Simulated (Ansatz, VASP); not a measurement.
## Zr2C3: VASP beside Ansatz

```
Zr C
1.0
     4.42816    0.00000    0.00000
     0.00000    4.42816    0.00000
     0.00000    0.00000    3.17078
Zr C
2 3
Direct
  0.50000 0.00000 0.68367
  0.00000 0.50000 0.31633
  0.00000 0.00000 0.00000
  0.50000 0.50000 0.50000
  0.00000 0.00000 0.50000
```

Change from the starting cell: ordered vacancies on the anion sites of fluorite (P-4m2, No. 115).

Alike in both runs: task single point; functional PBE; k mesh 4 × 4 × 6; occupations gaussian, width 0.1 eV; collinear spin.

```csv
,VASP,Ansatz
version,VASP 6.6.1,Ansatz 0.2.0
potentials or method,"VASP PAW PBE potentials, release 64 (Zr_sv, C), cutoff 600 eV","scalar-relativistic, plane waves, PAW"
valence electrons in the cell,36,36
```

```tsv
	VASP	Ansatz	Ansatz less VASP
gap on the k mesh at the Fermi level (eV)	none	none	-
pressure (GPa)	0.2	0.1	-0.12
traceless stress, the component that is largest in VASP (GPa)	-0.08	0.03	+0.110
net moment per atom (μB)	0.00	0.00	0.000
```

A gap of «none» marks a metal or a gap that the smearing closes. Ansatz's warnings: seeded moment not kept.
